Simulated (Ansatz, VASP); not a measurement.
## Ta in VASP and in Ansatz

```
CELL_PARAMETERS angstrom
-1.59340 1.59340 1.59340
1.59340 -1.59340 1.59340
1.59340 1.59340 -1.59340
ATOMIC_POSITIONS crystal
Ta 0.00000 0.00000 0.00000
```

Change from the starting cell: volume scaled by 0.94, LAPW.

Alike in both runs: task single point; functional LDA; k mesh 18 × 18 × 18; occupations fermi-dirac, width 0.08 eV; no spin polarisation.

|  | VASP | Ansatz |
| --- | --- | --- |
| version | VASP 6.6.1 | Ansatz 0.2.0 |
| potentials or method | VASP PAW LDA potentials, release 64 (Ta_pv), cutoff 520 eV | all-electron LAPW, scalar-relativistic |

|  | VASP | Ansatz | Ansatz less VASP |
| --- | --- | --- | --- |
| pressure (GPa) | 16.4 | 14.9 | -1.51 |

LDA's correlation is that of Perdew and Zunger in VASP and of Perdew and Wang (1992) in Ansatz. Ansatz ran all-electron here, and VASP with PAW potentials.

Spin-orbit coupling is off throughout.
